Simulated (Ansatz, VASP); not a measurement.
One calculation of Ca, two programs

INCAR

```
SYSTEM = Ca
  PREC = Accurate
  ENCUT = 520
  EDIFF = 1E-7
  ISMEAR = -1
  SIGMA = 0.08
  LREAL = .False.
  LASPH = .True.
  NELM = 100
  ALGO = Normal
  ISIF = 2
  LWAVE = .False.
  LCHARG = .False.
  GGA = PS
  NBANDS = 17
```

File KPOINTS:

```
regular mesh
0
Gamma
  11 11 6
  0 0 0
```

File POSCAR:

```
Ca
1.0
    3.1971400701      0.0000000000      0.0000000000
   -1.5985700351      2.7688045202      0.0000000000
    0.0000000000      0.0000000000      5.3456541730
Ca
2
Direct
    0.3333333333      0.6666666667      0.2500000000
    0.6666666667      0.3333333333      0.7500000000
```

Input for Ansatz:

```yaml
crystal:
  lattice:
    - [3.1971400701, 0.0, 0.0]
    - [-1.5985700351, 2.7688045202, 0.0]
    - [0.0, 0.0, 5.345654173]
  atoms:
    - { symbol: Ca, position: [0.3333333333, 0.6666666667, 0.25] }
    - { symbol: Ca, position: [0.6666666667, 0.3333333333, 0.75] }
kpoints:
  mp_grid: { grid: [11, 11, 6] }
scf:
  occupations: { method: fermi_dirac, width: 0.08 }
hamiltonian:
  xc: pbesol
  pseudopotentials: { kind: all_electron, lapw: { basis_error: 0.001 } }
output:
  forces: true
  stress: true
  eigenvalues: true
  populations: true
```

Change from the starting cell: volume scaled by 0.58, LAPW.

Alike in both runs: task single point; functional PBEsol; k mesh 11 × 11 × 6; occupations fermi-dirac, width 0.08 eV; no spin polarisation.

|  | VASP | Ansatz |
| --- | --- | --- |
| version | VASP 6.6.1 | Ansatz 0.2.0 |
| potentials or method | VASP PAW PBE potentials, release 64 (Ca_sv), cutoff 520 eV | all-electron LAPW, scalar-relativistic |

|  | VASP | Ansatz | Ansatz less VASP |
| --- | --- | --- | --- |
| pressure (GPa) | 21.1 | 21.1 | -0.04 |
| traceless stress, the component that is largest in VASP (GPa) | 0.15 | 0.17 | +0.019 |

VASP's potentials were made for PBE, not for PBEsol. Ansatz ran all-electron here, and VASP with PAW potentials.
